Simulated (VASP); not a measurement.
# BeGa (Pm-3m) in VASP: a series of runs, part 2 of 2

VASP 6.6.1.

## 3. Single point, r2SCAN

The input, POSCAR:

```
BeGa
1.0
    2.8214750000      0.0000000000      0.0000000000
    0.0000000000      2.8214750000      0.0000000000
    0.0000000000      0.0000000000      2.8214750000
Ga Be
1 1
Direct
    0.5000000000      0.5000000000      0.5000000000
    0.0000000000      0.0000000000      0.0000000000
```

The input, INCAR.step1:

```
SYSTEM = BeGa
PREC = Accurate ; ENCUT = 660
ISMEAR = -1 ; SIGMA = 0.1
LREAL = .False. ; LASPH = .True.
NELM = 120 ; NBANDS = 14
GGA = PE ; ALGO = Normal
EDIFF = 1E-5 ; LWAVE = .True.
LCHARG = .False. ; GGA_COMPAT = .False.
```

The input, INCAR.step2:

```
SYSTEM = BeGa
PREC = Accurate ; ENCUT = 660
EDIFF = 1E-6 ; ISMEAR = -1
SIGMA = 0.1 ; LREAL = .False.
LASPH = .True. ; NELM = 120
ALGO = Normal ; ISIF = 2
LWAVE = .False. ; LCHARG = .False.
METAGGA = R2SCAN ; LMIXTAU = .True.
NBANDS = 14 ; ISTART = 1
GGA_COMPAT = .False.
```

The input, KPOINTS:

```
regular mesh
0
Gamma
  6 6 6
  0 0 0
```

Potentials or basis: VASP PAW PBE potentials, release 64 (Ga_d, Be).

Command:

```console
> cat potpaw_PBE.64/Ga_d/POTCAR potpaw_PBE.64/Be/POTCAR > POTCAR
> cp INCAR.step1 INCAR
> mpirun -np 1 vasp_std > vasp.out
> cp INCAR.step2 INCAR
> mpirun -np 1 vasp_std > vasp.out
```

OUTCAR:

```text
SYSTEM = BeGa
   PREC = Accurate
   ENCUT = 660
   EDIFF = 1E-6
   ISMEAR = -1
   LREAL = .False.
   LASPH = .True.
   NELM = 120
   ISIF = 2
   METAGGA = R2SCAN
   ISTART = 1

 ion  position               nearest neighbor table
   1  0.500  0.500  0.500-   2 2.44   2 2.44   2 2.44   2 2.44   2 2.44   2 2.44   2 2.44   2 2.44

   2  0.000  0.000  0.000-   1 2.44   1 2.44   1 2.44   1 2.44   1 2.44   1 2.44   1 2.44   1 2.44

  LATTYP: Found a simple cubic cell.
 ALAT       =     2.8214750000

  Lattice vectors:

 A1 = (   2.8214750000,   0.0000000000,   0.0000000000)
 A2 = (   0.0000000000,   2.8214750000,   0.0000000000)
 A3 = (   0.0000000000,   0.0000000000,   2.8214750000)

Analysis of symmetry for initial positions (statically):
=====================================================================
 Subroutine PRICEL returns:
 Original cell was already a primitive cell.

 Routine SETGRP: Setting up the symmetry group for a
 simple cubic supercell.

 Subroutine GETGRP returns: Found 48 space group operations
 (whereof 48 operations were pure point group operations)
 out of a pool of 48 trial point group operations.

The static configuration has the point symmetry O_h .

Analysis of symmetry for dynamics (positions and initial velocities):
=====================================================================
 Subroutine PRICEL returns:
 Original cell was already a primitive cell.

 Routine SETGRP: Setting up the symmetry group for a
 simple cubic supercell.

 Subroutine GETGRP returns: Found 48 space group operations
 (whereof 48 operations were pure point group operations)
 out of a pool of 48 trial point group operations.

The dynamic configuration has the point symmetry O_h .

 Subroutine INISYM returns: Found 48 space group operations
 (whereof 48 operations are pure point group operations),
 and found     1 'primitive' translations

----------------------------------------------------------------------------------------

                                     Primitive cell

  volume of cell :      22.4610

  direct lattice vectors                    reciprocal lattice vectors
     2.821475000  0.000000000  0.000000000     0.354424547  0.000000000  0.000000000
     0.000000000  2.821475000  0.000000000     0.000000000  0.354424547  0.000000000
     0.000000000  0.000000000  2.821475000     0.000000000  0.000000000  0.354424547

  length of vectors
     2.821475000  2.821475000  2.821475000     0.354424547  0.354424547  0.354424547

  position of ions in fractional coordinates (direct lattice)
     0.500000000  0.500000000  0.500000000
     0.000000000  0.000000000  0.000000000

  ion indices of the primitive-cell ions
   primitive index   ion index
                 1           1
                 2           2

----------------------------------------------------------------------------------------

 KPOINTS: regular mesh

Automatic generation of k-mesh.
 Grid dimensions read from file:
 generate k-points for:    6    6    6

 Generating k-lattice:

  Cartesian coordinates                     Fractional coordinates (reciprocal lattice)
[... 36 lines left out ...]
  0.500000  0.500000  0.500000      1.000000
   k-points           NKPTS =     20   k-points in BZ     NKDIM =     20   number of bands    NBANDS=     14
   number of dos      NEDOS =    301   number of ions     NIONS =      2
   total plane-waves  NPLWV =  13824
   dimension x,y,z NGX =    24 NGY =   24 NGZ =   24
   dimension x,y,z NGXF=    48 NGYF=   48 NGZF=   48
   ions per type =               1   1
   NGX,Y,Z   is equivalent  to a cutoff of  14.14, 14.14, 14.14 a.u.
   NGXF,Y,Z  is equivalent  to a cutoff of  28.28, 28.28, 28.28 a.u.
 SYSTEM =  BeGa
   PREC   = accura    normal or accurate (medium, high low for compatibility)
   ISTART =      1    job   : 0-new  1-cont  2-samecut
   ICHARG =      0    charge: 1-file 2-atom 10-const
   ISPIN  =      1    spin polarized calculation?
   LNONCOLLINEAR =      F non collinear calculations
   LSORBIT =      F    spin-orbit coupling
   LASPH  =      T    aspherical Exc in radial PAW
   ENCUT  =  660.0 eV  48.51 Ry    6.96 a.u.   5.91  5.91  5.91*2*pi/ulx,y,z
   NELM   =    120;   NELMIN=  2; NELMDL=  0     # of ELM steps
   EDIFF  = 0.1E-05   stopping-criterion for ELM
   LREAL  =      F    real-space projection
   EDIFFG = 0.1E-04   stopping-criterion for IOM
   NSW    =      0    number of steps for IOM
   IBRION =     -1    ionic relax: 0-MD 1-quasi-New 2-CG
   NFREE  =      0    steps in history (QN), initial steepest desc. (CG)
   ISIF   =      2    stress and relaxation
   ISYM   =      2    0-nonsym 1-usesym 2-fastsym
   POTIM  = 0.5000    time-step for ionic-motion
   TEBEG  =    0.0;   TEEND  =   0.0 temperature during run
   PSTRESS=    0.0 pullay stress
   NELECT =      15.0000    total number of electrons
   NUPDOWN=      -1.0000    fix difference up-down
   EMIN   =  10.00;   EMAX   =-10.00  energy-range for DOS
   EFERMI =   0.00;   METHOD = LEGACY
   ISMEAR =    -1;   SIGMA  =   0.10  broadening in eV -4-tet -1-fermi 0-gaus
   EFERMI_NEDOS =   21; number of points for ismear=-14 and -15
   IALGO  =     38    algorithm
   IMIX   =      4    mixing-type and parameters
     AMIX     =   0.40;   BMIX     =  1.00
     AMIX_MAG =   1.60;   BMIX_MAG =  1.00
  volume/ion in A,a.u.               =      11.23        75.79
  Fermi-wavevector in a.u.,A,eV,Ry     =   1.430965  2.704132 27.860121  2.047661
  Thomas-Fermi vector in A             =   2.550753
   LORBIT       =      0    0 simple, 1 ext, 2 COOP (PROOUT), +10 PAW based schemes
   METAGGA = R2SCAN    functional components
   LHFCALC =     F    Hartree Fock is set to
   AEXX    =    0.0000 exact exchange contribution
   IVDW    =     0    specifies the selected vdW correction
   LEPSILON=     F    determine dielectric tensor
   LRPA    =     F    only Hartree local field effects (RPA)
 non-spin polarized calculation
  energy-cutoff  :      660.00
  volume of cell :       22.46
 maximum number of plane-waves:       912
 NGX is ok and might be reduce to    24
   NGX = 11   NGY = 11   NGZ = 11

 number of electron      14.9999995 magnetization

 Free energy of the ion-electron system (eV)
  ---------------------------------------------------
  ext. energy  EPLUGINS =         0.00000000
  ---------------------------------------------------
  free energy    TOTEN  =       -14.74947597 eV

  energy without entropy =      -14.72504915  energy(sigma->0) =      -14.73726256

 E-fermi :   8.1452     XC(G=0): -12.9542

 val. band max:        8.0856021777   @ k =   0.5000   0.5000   0.5000
 cond. band min:       8.3612455169   @ k =   0.5000   0.5000   0.5000
 fundamental gap:      0.2756433392
 Fermi energy:         8.1451963988

 k-point     1 :       0.0000    0.0000    0.0000
  band No.  band energies     occupation
      1      -7.8590      2.00000
      2      -7.8590      2.00000
      3      -7.4382      2.00000
      4      -7.4382      2.00000
      5      -7.4382      2.00000
      6      -5.6617      2.00000
      7      11.0416      0.00000
      8      11.0416      0.00000
      9      11.0416      0.00000
     10      15.9698      0.00000
     11      15.9698      0.00000
     12      18.8818      0.00000
     13      27.0219      0.00000
     14      27.0219      0.00000
[... 309 lines left out ...]
      1      -7.8277      2.00000
      2      -7.8277      2.00000
      3      -7.8277      2.00000
      4      -7.2758      2.00000
      5      -7.2758      2.00000
      6       8.0856      1.28945
      7       8.0856      1.28945
      8       8.0856      1.28945
      9       8.3612      0.20671
     10       8.3612      0.20671
     11       8.3612      0.20671
     12       9.7108      0.00000
     13      12.8124      0.00000
     14      38.1927      0.00000

------------------------ aborting loop because EDIFF is reached ----------------------------------------

  FORCE on cell =-STRESS in cart. coord.  units (eV):
  Direction    XX          YY          ZZ          XY          YZ          ZX
  --------------------------------------------------------------------------------------
  -------------------------------------------------------------------------------------
  Total        2.0170008      2.0170008      2.0170008      0.0000000     -0.0000000     -0.0000000
  in kB      143.8758899    143.8758899    143.8758899      0.0000000     -0.0000000     -0.0000000
  external PRESSURE =     143.8758899 kB  Pullay stress =       0.0000000 kB

 VOLUME and BASIS-vectors are now :
 -----------------------------------------------------------------------------
  energy-cutoff  :      660.00
  volume of cell :       22.46
      direct lattice vectors                 reciprocal lattice vectors
     2.821475000  0.000000000  0.000000000     0.354424547  0.000000000  0.000000000
     0.000000000  2.821475000  0.000000000     0.000000000  0.354424547  0.000000000
     0.000000000  0.000000000  2.821475000     0.000000000  0.000000000  0.354424547

 POSITION                                       TOTAL-FORCE (eV/Angst)
 -----------------------------------------------------------------------------------
      1.41074      1.41074      1.41074         0.000000      0.000000      0.000000
      0.00000      0.00000      0.00000         0.000000      0.000000      0.000000
 -----------------------------------------------------------------------------------
    total drift:                                0.000000     -0.000000     -0.000000

  FREE ENERGIE OF THE ION-ELECTRON SYSTEM (eV)
  ---------------------------------------------------
  free  energy   TOTEN  =       -14.7494759662 eV

  energy  without entropy=      -14.7250491466  energy(sigma->0) =      -14.73726256
```

It took 44 s on 1 thread of AMD EPYC 7R13, shared host; peak memory 0.12 GiB.

Results:

```
Free energy            : -14.7495 eV
Pressure               : 14.4 GPa
Band gap on the k mesh : zero (an odd number of electrons rules out a gap without spin polarisation)
```

Levels at points of the mesh, in eV from the Fermi level:
```
           k point  band 3  band 4  band 5  band 6  band 7  band 8  band 9  band 10  band 11  band 12
(0.00, 0.00, 0.00)  -15.58  -15.58  -15.58  -13.81    2.90    2.90    2.90     7.82     7.82    10.74
(0.50, 0.00, 0.00)  -15.73  -15.73  -15.57   -9.63   -8.17    7.33    7.33     9.08     9.08    11.10
(0.50, 0.50, 0.00)  -15.70  -15.70  -15.43   -5.38   -5.38   -4.04   -0.95     9.18    13.29    13.34
(0.50, 0.50, 0.50)  -15.97  -15.42  -15.42   -0.06   -0.06   -0.06    0.22     0.22     0.22     1.57
```

Caveat: the k points lie up to 0.37 Å⁻¹ apart, too coarse for converged energies and pressures of a metal; the PAW data sets were made with another functional, which shifts forces and pressure a little.

## 4. Single point, r2SCAN

POSCAR is that of step 3.

The input, INCAR.step1:

```
PREC = Accurate
ENCUT = 660
ISMEAR = -5
SIGMA = 0.1
LREAL = False
LASPH = True
NELM = 120
NBANDS = 14
GGA = PE
ALGO = Normal
EDIFF = 1E-5
LWAVE = True
LCHARG = False
GGA_COMPAT = False
```

The input, INCAR.step2:

```
PREC = Accurate
ENCUT = 660
EDIFF = 1E-6
ISMEAR = -5
SIGMA = 0.1
LREAL = False
LASPH = True
NELM = 120
ALGO = Normal
ISIF = 2
LWAVE = False
LCHARG = True
METAGGA = R2SCAN
LMIXTAU = True
LELF = True
LVHAR = True
NBANDS = 14
ISTART = 1
GGA_COMPAT = False
```

The input, KPOINTS:

```
regular mesh
0
Gamma
  6 6 6
```

Potentials or basis: VASP PAW PBE potentials, release 64 (Ga_d, Be).

Command:

```console
> cat potpaw_PBE.64/Ga_d/POTCAR potpaw_PBE.64/Be/POTCAR > POTCAR
> cp INCAR.step1 INCAR
> mpirun -np 1 vasp_std > vasp.out
> cp INCAR.step2 INCAR
> mpirun -np 1 vasp_std > vasp.out
```

OUTCAR:

```text
PREC = Accurate
   ENCUT = 660
   EDIFF = 1E-6
   ISMEAR = -5
   LREAL = False
   LASPH = True
   NELM = 120
   ISIF = 2
   METAGGA = R2SCAN
   ISTART = 1

 ion  position               nearest neighbor table
   1  0.500  0.500  0.500-   2 2.44   2 2.44   2 2.44   2 2.44   2 2.44   2 2.44   2 2.44   2 2.44

   2  0.000  0.000  0.000-   1 2.44   1 2.44   1 2.44   1 2.44   1 2.44   1 2.44   1 2.44   1 2.44

  LATTYP: Found a simple cubic cell.
 ALAT       =     2.8214750000

  Lattice vectors:

 A1 = (   2.8214750000,   0.0000000000,   0.0000000000)
 A2 = (   0.0000000000,   2.8214750000,   0.0000000000)
 A3 = (   0.0000000000,   0.0000000000,   2.8214750000)

Analysis of symmetry for initial positions (statically):
=====================================================================
 Subroutine PRICEL returns:
 Original cell was already a primitive cell.

 Routine SETGRP: Setting up the symmetry group for a
 simple cubic supercell.

 Subroutine GETGRP returns: Found 48 space group operations
 (whereof 48 operations were pure point group operations)
 out of a pool of 48 trial point group operations.

The static configuration has the point symmetry O_h .

Analysis of symmetry for dynamics (positions and initial velocities):
=====================================================================
 Subroutine PRICEL returns:
 Original cell was already a primitive cell.

 Routine SETGRP: Setting up the symmetry group for a
 simple cubic supercell.

 Subroutine GETGRP returns: Found 48 space group operations
 (whereof 48 operations were pure point group operations)
 out of a pool of 48 trial point group operations.

The dynamic configuration has the point symmetry O_h .

 Subroutine INISYM returns: Found 48 space group operations
 (whereof 48 operations are pure point group operations),
 and found     1 'primitive' translations

----------------------------------------------------------------------------------------
[... 119 lines left out ...]
   LEPSILON=     F    determine dielectric tensor
   LRPA    =     F    only Hartree local field effects (RPA)
 non-spin polarized calculation
 Fermi weights with tetrahedron method with Bloechl corrections
  energy-cutoff  :      660.00
  volume of cell :       22.46
 maximum number of plane-waves:       912
 NGX is ok and might be reduce to    24
   NGX = 11   NGY = 11   NGZ = 11

 number of electron      14.9999995 magnetization

 Free energy of the ion-electron system (eV)
  ---------------------------------------------------
  ext. energy  EPLUGINS =         0.00000000
  ---------------------------------------------------
  free energy    TOTEN  =       -14.76293652 eV

  energy without entropy =      -14.76293652  energy(sigma->0) =      -14.76293652

 E-fermi :   8.4809     XC(G=0): -12.9547

 val. band max:        8.3632081714   @ k =   0.5000   0.5000   0.5000
 cond. band min:       8.0084051405   @ k =   0.1667   0.1667   0.1667
 fundamental gap:     -0.3548030309
 Fermi energy:         8.4808941553

 k-point     1 :       0.0000    0.0000    0.0000
  band No.  band energies     occupation
      1      -7.8708      2.00000
      2      -7.8708      2.00000
      3      -7.4503      2.00000
      4      -7.4503      2.00000
      5      -7.4503      2.00000
      6      -5.6617      2.00000
      7      11.0430     -0.40320
      8      11.0430     -0.03476
      9      11.0430      0.00000
     10      15.9671      0.00000
     11      15.9671      0.00000
     12      18.8832      0.00000
     13      27.0226      0.00000
     14      27.0226      0.00000
[... 309 lines left out ...]
      1      -7.8392      2.00000
      2      -7.8392      2.00000
      3      -7.8392      2.00000
      4      -7.2880      2.00000
      5      -7.2880      2.00000
      6       8.0825      2.00000
      7       8.0825      2.00000
      8       8.0825      1.84662
      9       8.3632      1.08745
     10       8.3632      0.00353
     11       8.3632      0.00189
     12       9.7074      0.00000
     13      12.8180      0.00000
     14      38.1938      0.00000

------------------------ aborting loop because EDIFF is reached ----------------------------------------

  FORCE on cell =-STRESS in cart. coord.  units (eV):
  Direction    XX          YY          ZZ          XY          YZ          ZX
  --------------------------------------------------------------------------------------
  -------------------------------------------------------------------------------------
  Total        1.8846921      1.8846921      1.8846921     -0.0000000      0.0000000     -0.0000000
  in kB      134.4380996    134.4380996    134.4380996     -0.0000000      0.0000000     -0.0000000
  external PRESSURE =     134.4380996 kB  Pullay stress =       0.0000000 kB

 VOLUME and BASIS-vectors are now :
 -----------------------------------------------------------------------------
  energy-cutoff  :      660.00
  volume of cell :       22.46
      direct lattice vectors                 reciprocal lattice vectors
     2.821475000  0.000000000  0.000000000     0.354424547  0.000000000  0.000000000
     0.000000000  2.821475000  0.000000000     0.000000000  0.354424547  0.000000000
     0.000000000  0.000000000  2.821475000     0.000000000  0.000000000  0.354424547

 POSITION                                       TOTAL-FORCE (eV/Angst)
 -----------------------------------------------------------------------------------
      1.41074      1.41074      1.41074         0.000000      0.000000      0.000000
      0.00000      0.00000      0.00000         0.000000      0.000000      0.000000
 -----------------------------------------------------------------------------------
    total drift:                                0.000000     -0.000000     -0.000000

  FREE ENERGIE OF THE ION-ELECTRON SYSTEM (eV)
  ---------------------------------------------------
  free  energy   TOTEN  =       -14.7629365186 eV

  energy  without entropy=      -14.7629365186  energy(sigma->0) =      -14.76293652
```

OUTCAR.step1:

```text
PREC = Accurate
   ENCUT = 660
   ISMEAR = -5
   LREAL = False
   LASPH = True
[... 558 lines left out ...]
      1.41074      1.41074      1.41074         0.000000      0.000000      0.000000
      0.00000      0.00000      0.00000         0.000000      0.000000      0.000000
 -----------------------------------------------------------------------------------
    total drift:                                0.000000     -0.000000     -0.000000

  FREE ENERGIE OF THE ION-ELECTRON SYSTEM (eV)
  ---------------------------------------------------
  free  energy   TOTEN  =        -5.6323663370 eV

  energy  without entropy=       -5.6323663370  energy(sigma->0) =       -5.63236634
```

Wall time 49 s (1 thread of AMD EPYC 7R13, shared host); peak memory 0.12 GiB.

Results:

| Quantity | Value |
| --- | --- |
| Free energy | -14.7629 eV |
| Pressure | 13.4 GPa |
| Band gap on the k mesh | zero (an odd number of electrons rules out a gap without spin polarisation) |

Caveat: the k points lie up to 0.37 Å⁻¹ apart, too coarse for converged energies and pressures of a metal; the PAW data sets were made with another functional, which shifts forces and pressure a little; tetrahedron occupations give inexact forces and stress in metals.

## 5. The runs side by side

```tsv
level	potentials or basis	cutoff (eV)	smearing	gap on the mesh (eV)	pressure (GPa)
LDA	VASP PAW LDA potentials, release 64 (Ga_d, Be)	600	fermi-dirac 0.1 eV	none	9.9
r2SCAN	VASP PAW PBE potentials, release 64 (Ga_d, Be)	660	fermi-dirac 0.1 eV	none	14.4
r2SCAN	VASP PAW PBE potentials, release 64 (Ga_d, Be)	660	tetrahedron	none	13.4
```

Alike in all rows: task single point; no spin polarisation; cell as given; k mesh 6 × 6 × 6.

Caveats: all runs use coarse meshes; the PAW data sets were made with another functional, which shifts forces and pressure a little (at least some runs); tetrahedron occupations give inexact forces and stress in metals (at least some runs).

Total energies depend on the potentials used, so only differences within one code and one set of settings carry meaning.

The gap in the log of VASP goes by the Fermi energy; the results here count the filled bands.